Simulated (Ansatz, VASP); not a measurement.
**NaCoSe2S8 in VASP and in Ansatz**

```
CELL_PARAMETERS angstrom
4.85785 3.20178 0.00000
4.85785 -3.20178 0.00000
0.36062 0.00000 -8.46272
ATOMIC_POSITIONS crystal
Na 0.00000 0.00000 0.50000
Co 0.00000 0.00000 0.00000
Se 0.36520 0.36520 0.77589
Se 0.63480 0.63480 0.22411
S 0.23620 0.23620 0.95650
S 0.76380 0.76380 0.04350
S 0.28620 0.28620 0.57540
S 0.71380 0.71380 0.42460
S 0.72850 0.23590 0.79520
S 0.76410 0.27150 0.20480
S 0.27150 0.76410 0.20480
S 0.23590 0.72850 0.79520
```

Alike in both runs: task single point; functional PBEsol; k mesh 4 × 4 × 2; occupations fermi-dirac, width 0.0411 eV; no spin polarisation; Hubbard terms Co d U = 2.13 eV.

```csv
,VASP,Ansatz
version,VASP 6.6.1,Ansatz 0.2.0
potentials or method,"VASP PAW PBE potentials, release 64 (Na_pv, Co, Se, S), cutoff 520 eV",PAW plane waves
valence electrons in the cell,76,106
```

Ansatz gave:

```
pressure (GPa)                                                : 17.6
traceless stress, the component that is largest in VASP (GPa) : 3.22
rms of the force components (eV/Å)                            : 3.181
```

Question: Estimate VASP's values.

Answer: Pressure (GPa): 17.6; traceless stress, the component that is largest in VASP (GPa): 3.12; rms of the force components (eV/Å): 3.166.

VASP's potentials were made for PBE, not for PBEsol. The programs project onto different local orbitals, so the same U acts differently, and such runs can settle in different states. Atom by atom the forces differ by 0.027 eV/Å (rms over components). VASP's potentials hold 76 valence electrons a cell and Ansatz's 106, so a difference there can come from the potentials and not from the codes. Ansatz's warnings: filled band counts differ across k points.

The k mesh is coarse, so the values compare programs but aren't converged.
